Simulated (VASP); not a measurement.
Set up this calculation in VASP 6.6.1, as the native input.

* Task: electric field gradients
* Functional: PBE
* Potentials or basis: VASP PAW PBE potentials, release 64 (Pb_d, Se)
* Cutoff: 520 eV
* k mesh: 7 × 7 × 7
* Occupations: fermi-dirac, width 0.02 eV
* Spin: no spin polarisation
* Dipole correction: no
* Further INCAR settings: ALGO = Normal; EDIFF = 1e-08; NBANDS = 17

The structure of PbSe lies in POSCAR:

```
PbSe
1.0
    0.0000000000      3.0621500000      3.0621500000
    3.0621500000      0.0000000000      3.0621500000
    3.0621500000      3.0621500000      0.0000000000
Pb Se
1 1
Direct
    0.0000000000      0.0000000000      0.0000000000
    0.5000000000      0.5000000000      0.5000000000
```

The input as run:

INCAR

```
SYSTEM = PbSe
PREC = Accurate
ENCUT = 520
EDIFF = 1E-8
ISMEAR = -1
SIGMA = 0.02
LREAL = .False.
LASPH = .True.
NELM = 60
ALGO = Normal
ISIF = 2
LWAVE = .False.
LCHARG = .False.
GGA = PE
LEFG = .True.
NBANDS = 17
```

KPOINTS

```
Automatic mesh
0
Gamma
  7 7 7
  0 0 0
```

Potentials or basis: VASP PAW PBE potentials, release 64 (Pb_d, Se).

Command:

```bash
$ cat potpaw_PBE.64/Pb_d/POTCAR potpaw_PBE.64/Se/POTCAR > POTCAR
$ mpirun -np 1 vasp_std > vasp.out
```

Results of the run:

```yaml
Pressure: 2.3 GPa
```

Caveat: without QUAD_EFG the Cq values of the log hold for a quadrupole moment of 1 mb, not for the nuclei.

It took 36 s on 1 thread of AMD EPYC 7R43 64-Core Processor (Zen 3), on a shared host, peak memory 0.14 GiB.
